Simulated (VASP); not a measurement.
Set up this calculation in VASP 6.6.1, as the native input.

```
Task                   : single point
Functional             : PBE
Potentials or basis    : VASP PAW PBE potentials, release 64 (Ag, Br)
Cutoff                 : 500 eV
k mesh                 : 8 × 8 × 8
Occupations            : gaussian, width 0.01 eV
Spin                   : no spin polarisation
Dipole correction      : no
Further INCAR settings : ALGO = Normal; EDIFF = 1e-06; NBANDS = 16
```

The structure of AgBr lies in POSCAR:

```
AgBr
1.0
    0.0000000000      2.8701500000      2.8701500000
    2.8701500000      0.0000000000      2.8701500000
    2.8701500000      2.8701500000      0.0000000000
Ag Br
1 1
Direct
    0.0000000000      0.0000000000      0.0000000000
    0.5000000000      0.5000000000      0.5000000000
```

These files were run (other wordings do the same):

INCAR

```
PREC = Accurate
ENCUT = 500
EDIFF = 1E-6
ISMEAR = 0
SIGMA = 0.01
LREAL = F
LASPH = T
NELM = 120
ALGO = Normal
ISIF = 2
LWAVE = F
LCHARG = T
GGA = PE
LELF = T
LVHAR = T
NBANDS = 16
GGA_COMPAT = F
```

KPOINTS

```
Automatic mesh
0
Gamma
  8 8 8
```

Potentials or basis: VASP PAW PBE potentials, release 64 (Ag, Br).

The run is started by

```sh
$ cat potpaw_PBE.64/Ag/POTCAR potpaw_PBE.64/Br/POTCAR > POTCAR
$ mpirun -np 1 vasp_std > vasp.out
```

Results of the run:

```yaml
Pressure: 2.3 GPa
Band_gap_on_the_k_mesh: 0.67 eV, indirect (least direct gap 2.61 eV)
```

Run time: 36 s on 1 thread of Intel Xeon 8259CL, with other jobs on the host, peak memory 0.18 GiB.
